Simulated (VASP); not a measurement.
# SrTiO3 (P4/mmm) in VASP: notebook

The runs below take SrTiO3 through single point, with PBE.

Program: VASP 6.6.1. These are calculated values, not measurements. Logs are shortened: lines on timing, memory, paths and dates and some standing lists are left out, and cuts for length are marked.

### 1 The cell of the first run

It takes space group P4/mmm (No. 123, tetragonal). Conventional cell: a = 3.868 Å, b = 3.868 Å, c = 3.983 Å, α = 90.00°, β = 90.00°, γ = 90.00°. Sr (site symmetry 4/mmm) has 12 O at 2.74 to 2.78 Å and 8 Ti at 3.38 Å within 3.6 Å. Ti (site symmetry 4/mmm) has 6 O at 1.93 to 1.99 Å within 2.6 Å. Within 2.6 Å of O (site symmetry mmm) lie 2 Ti at 1.93 Å. O (site symmetry 4/mmm) has 2 Ti at 1.99 Å within 2.6 Å.

### 2 Single point, PBE

File INCAR:

```
SYSTEM = SrTiO3
  ALGO = Normal
  EDIFF = 1E-7
  ENCUT = 520
  GGA = PE
  ISIF = 2
  ISMEAR = 0
  LASPH = .TRUE.
  LCHARG = .FALSE.
  LREAL = .FALSE.
  LWAVE = .FALSE.
  NBANDS = 28
  NELM = 100
  PREC = Accurate
  SIGMA = 0.02
```

File KPOINTS:

```
k-points
0
G
  7 7 7
  0 0 0
```

File POSCAR:

```
SrTiO3
1.0
    3.8679403904      0.0000000000      0.0000000000
    0.0000000000      3.8679403904      0.0000000000
    0.0000000000      0.0000000000      3.9827720337
Sr Ti O
1 1 3
Direct
    0.0000000000      0.0000000000      0.0000000000
    0.5000000000      0.5000000000      0.5000000000
    0.0000000000      0.5000000000      0.5000000000
    0.5000000000      0.0000000000      0.5000000000
    0.5000000000      0.5000000000      0.0000000000
```

Potentials or basis: VASP PAW PBE potentials, release 64 (Sr_sv, Ti_sv, O).

On the command line:

```sh
cat potpaw_PBE.64/Sr_sv/POTCAR potpaw_PBE.64/Ti_sv/POTCAR potpaw_PBE.64/O/POTCAR > POTCAR
mpirun -np 1 vasp_std > vasp.out
```

OUTCAR:

```text
SYSTEM = SrTiO3
   EDIFF = 1E-7
   ENCUT = 520
   GGA = PE
   ISIF = 2
   ISMEAR = 0
   LASPH = .TRUE.
   LREAL = .FALSE.
   NELM = 100
   PREC = Accurate

 ion  position               nearest neighbor table
   1  0.000  0.000  0.000-   5 2.74   5 2.74   5 2.74   5 2.74   4 2.78   3 2.78   4 2.78   3 2.78
                             4 2.78   3 2.78   4 2.78   3 2.78   2 3.38   2 3.38   2 3.38   2 3.38
   2  0.500  0.500  0.500-   3 1.93   4 1.93   4 1.93   3 1.93   5 1.99   5 1.99   1 3.38   1 3.38
                             1 3.38   1 3.38   1 3.38   1 3.38   1 3.38   1 3.38
   3  0.000  0.500  0.500-   2 1.93   2 1.93   1 2.78   1 2.78   1 2.78   1 2.78
   4  0.500  0.000  0.500-   2 1.93   2 1.93   1 2.78   1 2.78   1 2.78   1 2.78
   5  0.500  0.500  0.000-   2 1.99   2 1.99   1 2.74   1 2.74   1 2.74   1 2.74

  LATTYP: Found a simple tetragonal cell.
 ALAT       =     3.8679403904
 C/A-ratio  =     1.0296880592

  Lattice vectors:

 A1 = (   3.8679403904,   0.0000000000,   0.0000000000)
 A2 = (   0.0000000000,   3.8679403904,   0.0000000000)
 A3 = (   0.0000000000,   0.0000000000,   3.9827720337)

Analysis of symmetry for initial positions (statically):
=====================================================================
 Subroutine PRICEL returns:
 Original cell was already a primitive cell.

 Routine SETGRP: Setting up the symmetry group for a
 simple tetragonal supercell.

 Subroutine GETGRP returns: Found 16 space group operations
 (whereof 16 operations were pure point group operations)
 out of a pool of 16 trial point group operations.

The static configuration has the point symmetry D_4h.

Analysis of symmetry for dynamics (positions and initial velocities):
=====================================================================
 Subroutine PRICEL returns:
 Original cell was already a primitive cell.

 Routine SETGRP: Setting up the symmetry group for a
 simple tetragonal supercell.

 Subroutine GETGRP returns: Found 16 space group operations
 (whereof 16 operations were pure point group operations)
 out of a pool of 16 trial point group operations.

The dynamic configuration has the point symmetry D_4h.

 Subroutine INISYM returns: Found 16 space group operations
 (whereof 16 operations are pure point group operations),
 and found     1 'primitive' translations

----------------------------------------------------------------------------------------

                                     Primitive cell

  volume of cell :      59.5861

  direct lattice vectors                    reciprocal lattice vectors
     3.867940390  0.000000000  0.000000000     0.258535525  0.000000000  0.000000000
     0.000000000  3.867940390  0.000000000     0.000000000  0.258535525  0.000000000
     0.000000000  0.000000000  3.982772034     0.000000000  0.000000000  0.251081405

  length of vectors
     3.867940390  3.867940390  3.982772034     0.258535525  0.258535525  0.251081405

  position of ions in fractional coordinates (direct lattice)
     0.000000000  0.000000000  0.000000000
     0.500000000  0.500000000  0.500000000
     0.000000000  0.500000000  0.500000000
     0.500000000  0.000000000  0.500000000
     0.500000000  0.500000000  0.000000000

  ion indices of the primitive-cell ions
   primitive index   ion index
                 1           1
                 2           2
                 3           3
                 4           4
                 5           5

----------------------------------------------------------------------------------------

 KPOINTS: k-points

Automatic generation of k-mesh.
 Grid dimensions read from file:
 generate k-points for:    7    7    7

 Generating k-lattice:

  Cartesian coordinates                     Fractional coordinates (reciprocal lattice)
     0.036933646  0.000000000  0.000000000     0.142857143  0.000000000  0.000000000
     0.000000000  0.036933646  0.000000000     0.000000000  0.142857143  0.000000000
     0.000000000  0.000000000  0.035868772     0.000000000  0.000000000  0.142857143

  Length of vectors
     0.036933646  0.036933646  0.035868772

  Shift w.r.t. Gamma in fractional coordinates (k-lattice)
     0.000000000  0.000000000  0.000000000

 Subroutine IBZKPT returns following result:
 ===========================================

 Found     40 irreducible k-points:

 Following reciprocal coordinates:
            Coordinates               Weight
  0.000000  0.000000  0.000000      1.000000
  0.142857  0.000000  0.000000      4.000000
  0.285714  0.000000  0.000000      4.000000
  0.428571  0.000000  0.000000      4.000000
  0.142857  0.142857  0.000000      4.000000
  0.285714  0.142857  0.000000      8.000000
[... 16 lines left out ...]
  0.285714  0.000000  0.285714      8.000000
  0.428571  0.000000  0.285714      8.000000
 [... further k-points ...]
   k-points           NKPTS =     40   k-points in BZ     NKDIM =     40   number of bands    NBANDS=     28
   number of dos      NEDOS =    301   number of ions     NIONS =      5
   total plane-waves  NPLWV =  27000
   dimension x,y,z NGX =    30 NGY =   30 NGZ =   30
   dimension x,y,z NGXF=    60 NGYF=   60 NGZF=   60
   ions per type =               1   1   3
   NGX,Y,Z   is equivalent  to a cutoff of  12.89, 12.89, 12.52 a.u.
   NGXF,Y,Z  is equivalent  to a cutoff of  25.79, 25.79, 25.04 a.u.
 SYSTEM =  SrTiO3
   PREC   = accura    normal or accurate (medium, high low for compatibility)
   ISTART =      0    job   : 0-new  1-cont  2-samecut
   ICHARG =      2    charge: 1-file 2-atom 10-const
   ISPIN  =      1    spin polarized calculation?
   LNONCOLLINEAR =      F non collinear calculations
   LSORBIT =      F    spin-orbit coupling
   LASPH  =      T    aspherical Exc in radial PAW
   ENCUT  =  520.0 eV  38.22 Ry    6.18 a.u.   7.19  7.19  7.41*2*pi/ulx,y,z
   NELM   =    100;   NELMIN=  2; NELMDL= -5     # of ELM steps
   EDIFF  = 0.1E-06   stopping-criterion for ELM
   LREAL  =      F    real-space projection
   EDIFFG = 0.1E-05   stopping-criterion for IOM
   NSW    =      0    number of steps for IOM
   IBRION =     -1    ionic relax: 0-MD 1-quasi-New 2-CG
   NFREE  =      0    steps in history (QN), initial steepest desc. (CG)
   ISIF   =      2    stress and relaxation
   ISYM   =      2    0-nonsym 1-usesym 2-fastsym
   POTIM  = 0.5000    time-step for ionic-motion
   TEBEG  =    0.0;   TEEND  =   0.0 temperature during run
   PSTRESS=    0.0 pullay stress
   NELECT =      40.0000    total number of electrons
   NUPDOWN=      -1.0000    fix difference up-down
   EMIN   =  10.00;   EMAX   =-10.00  energy-range for DOS
   EFERMI =   0.00;   METHOD = LEGACY
   ISMEAR =     0;   SIGMA  =   0.02  broadening in eV -4-tet -1-fermi 0-gaus
   EFERMI_NEDOS =   21; number of points for ismear=-14 and -15
   IALGO  =     38    algorithm
   IMIX   =      4    mixing-type and parameters
     AMIX     =   0.40;   BMIX     =  1.00
     AMIX_MAG =   1.60;   BMIX_MAG =  1.00
  volume/ion in A,a.u.               =      11.92        80.42
  Fermi-wavevector in a.u.,A,eV,Ry     =   1.433441  2.708811 27.956614  2.054753
  Thomas-Fermi vector in A             =   2.552959
   LORBIT       =      0    0 simple, 1 ext, 2 COOP (PROOUT), +10 PAW based schemes
   GGA     = PE    functional components
   LHFCALC =     F    Hartree Fock is set to
   AEXX    =    0.0000 exact exchange contribution
   IVDW    =     0    specifies the selected vdW correction
   LEPSILON=     F    determine dielectric tensor
   LRPA    =     F    only Hartree local field effects (RPA)
 non-spin polarized calculation
 Gauss-broadening in eV      SIGMA  =   0.02
  energy-cutoff  :      520.00
  volume of cell :       59.59
 maximum number of plane-waves:      1614
 NGX is ok and might be reduce to    30
   NGX = 15   NGY = 15   NGZ = 15

 number of electron      40.0000007 magnetization

 Free energy of the ion-electron system (eV)
  ---------------------------------------------------
  ext. energy  EPLUGINS =         0.00000000
  ---------------------------------------------------
  free energy    TOTEN  =       -40.05263978 eV

  energy without entropy =      -40.05263978  energy(sigma->0) =      -40.05263978

 E-fermi :   4.3584     XC(G=0): -11.2669

 val. band max:        4.1053044123   @ k =   0.4286   0.4286   0.4286
 cond. band min:       6.0002341121   @ k =   0.0000   0.0000   0.0000
 fundamental gap:      1.8949296999
 Fermi energy:         4.3583753252

 k-point     1 :       0.0000    0.0000    0.0000
  band No.  band energies     occupation
      1     -52.3036      2.00000
      2     -28.6311      2.00000
      3     -28.5576      2.00000
      4     -28.5576      2.00000
      5     -28.5374      2.00000
      6     -13.2807      2.00000
[... 20 lines left out ...]
     27       9.6939      0.00000
     28      10.3816      0.00000

 k-point     2 :       0.1429    0.0000    0.0000
  band No.  band energies     occupation
      1     -52.3033      2.00000
      2     -28.6553      2.00000
      3     -28.5570      2.00000
      4     -28.5437      2.00000
      5     -28.5368      2.00000
      6     -13.2756      2.00000
[... 20 lines left out ...]
     27      10.0579      0.00000
     28      10.8770      0.00000

 k-point     3 :       0.2857    0.0000    0.0000
  band No.  band energies     occupation
      1     -52.3025      2.00000
      2     -28.6989      2.00000
      3     -28.5556      2.00000
      4     -28.5354      2.00000
      5     -28.5228      2.00000
      6     -13.3482      2.00000
[... 20 lines left out ...]
     27      10.8823      0.00000
     28      12.1787      0.00000

 k-point     4 :       0.4286    0.0000    0.0000
  band No.  band energies     occupation
      1     -52.3019      2.00000
      2     -28.7301      2.00000
      3     -28.5545      2.00000
      4     -28.5343      2.00000
      5     -28.5097      2.00000
      6     -13.4526      2.00000
[... 578 lines left out ...]
     27      11.0576      0.00000
     28      12.0770      0.00000

 k-point    23 :       0.2857    0.0000    0.2857
  band No.  band energies     occupation
      1     -52.3019      2.00000
      2     -28.6765      2.00000
      3     -28.5890      2.00000
      4     -28.5543      2.00000
      5     -28.5148      2.00000
      6     -13.1750      2.00000
[... 20 lines left out ...]
     27      11.9314      0.00000
     28      12.3116      0.00000

 k-point    24 :       0.4286    0.0000    0.2857
  band No.  band energies     occupation
      1     -52.3013      2.00000
      2     -28.6868      2.00000
      3     -28.5755      2.00000
      4     -28.5532      2.00000
      5     -28.5364      2.00000
      6     -13.1091      2.00000
[... 20 lines left out ...]
     27      12.4643      0.00000
     28      12.7547      0.00000

 [... further k-points ...]

------------------------ aborting loop because EDIFF is reached ----------------------------------------

  FORCE on cell =-STRESS in cart. coord.  units (eV):
  Direction    XX          YY          ZZ          XY          YZ          ZX
  --------------------------------------------------------------------------------------
  -------------------------------------------------------------------------------------
  Total        2.7434302      2.7434302      0.1980150      0.0000000      0.0000000      0.0000000
  in kB       73.7665559     73.7665559      5.3243147      0.0000000      0.0000000      0.0000000
  external PRESSURE =      50.9524755 kB  Pullay stress =       0.0000000 kB

 VOLUME and BASIS-vectors are now :
 -----------------------------------------------------------------------------
  energy-cutoff  :      520.00
  volume of cell :       59.59
      direct lattice vectors                 reciprocal lattice vectors
     3.867940390  0.000000000  0.000000000     0.258535525  0.000000000  0.000000000
     0.000000000  3.867940390  0.000000000     0.000000000  0.258535525  0.000000000
     0.000000000  0.000000000  3.982772034     0.000000000  0.000000000  0.251081405

 POSITION                                       TOTAL-FORCE (eV/Angst)
 -----------------------------------------------------------------------------------
      0.00000      0.00000      0.00000         0.000000      0.000000      0.000000
      1.93397      1.93397      1.99139         0.000000      0.000000      0.000000
      0.00000      1.93397      1.99139         0.000000      0.000000      0.000000
      1.93397      0.00000      1.99139         0.000000      0.000000      0.000000
      1.93397      1.93397      0.00000         0.000000      0.000000      0.000000
 -----------------------------------------------------------------------------------
    total drift:                                0.000000      0.000000     -0.000000

  FREE ENERGIE OF THE ION-ELECTRON SYSTEM (eV)
  ---------------------------------------------------
  free  energy   TOTEN  =       -40.0526397837 eV

  energy  without entropy=      -40.0526397837  energy(sigma->0) =      -40.05263978
```

Wall time 67 s (1 thread of Intel Xeon Platinum 8488C (Sapphire Rapids), shared host); peak memory 0.21 GiB.

Results:

```yaml
Free_energy: -40.0526 eV
Pressure: 5.1 GPa
Band_gap_on_the_k_mesh: 1.89 eV (least direct gap 2.19 eV)
```

Caveat: the cell stands under pressure; an odd mesh through Γ misses points on the zone boundary, where band edges can lie.

### 3 Single point, PBE

This run uses another cell than the first one, of 12.03 Å³/atom.

File INCAR:

```
SYSTEM = SrTiO3
PREC     = Accurate       ! precision mode
ENCUT    = 520            ! plane-wave cutoff, eV
EDIFF    = 1E-6           ! SCF threshold, eV
ISMEAR   = 0              ! smearing method
SIGMA    = 0.02           ! smearing width, eV
LREAL    = .FALSE.        ! projectors in reciprocal space
LASPH    = .TRUE.         ! aspherical terms in the spheres
NELM     = 60             ! most SCF steps
ALGO     = Normal         ! electronic algorithm
ISIF     = 2              ! what is computed and relaxed
LWAVE    = .FALSE.        ! write WAVECAR
LCHARG   = .TRUE.         ! write CHGCAR
GGA      = PE             ! functional
LELF     = .TRUE.         ! ELF
LVHAR    = .TRUE.       
NBANDS   = 28             ! bands
```

File KPOINTS:

```
regular mesh
0
G
  7 7 7
  0 0 0
```

Changes to POSCAR since step 2:

```diff
@@ -4,3 +4,3 @@
     0.0000000000      3.8679403904      0.0000000000
-    0.0000000000      0.0000000000      3.9827720337
+    0.0000000000      0.0000000000      4.0202036304
 Sr Ti O
```

Potentials or basis: VASP PAW PBE potentials, release 64 (Sr_sv, Ti_sv, O).

On the command line:

```sh
cat potpaw_PBE.64/Sr_sv/POTCAR potpaw_PBE.64/Ti_sv/POTCAR potpaw_PBE.64/O/POTCAR > POTCAR
mpirun -np 1 vasp_std > vasp.out
```

Run time: 58 s. Hardware: 1 thread of Intel Xeon Platinum 8488C (Sapphire Rapids), shared host; peak memory 0.21 GiB.

It converged, with:

| Property | Result |
| --- | --- |
| Free energy | -40.0504 eV |
| Pressure | 3.6 GPa |
| Band gap on the k mesh | 1.86 eV (least direct gap 2.17 eV) |

Stress tensor (GPa, compression positive):
```
 6.40  0.00  0.00
 0.00  6.40  0.00
 0.00  0.00 -2.15
```

Levels at points of the mesh, in eV from the valence-band top:
| k point | band 18 | band 19 | band 20 | band 21 | band 22 | band 23 |
| --- | --- | --- | --- | --- | --- | --- |
| (0.00, 0.00, 0.00) | -0.34 | -0.30 | -0.30 | 1.86 | 1.86 | 1.93 |

Caveat: the cell stands under pressure; an odd mesh through Γ misses points on the zone boundary, where band edges can lie.
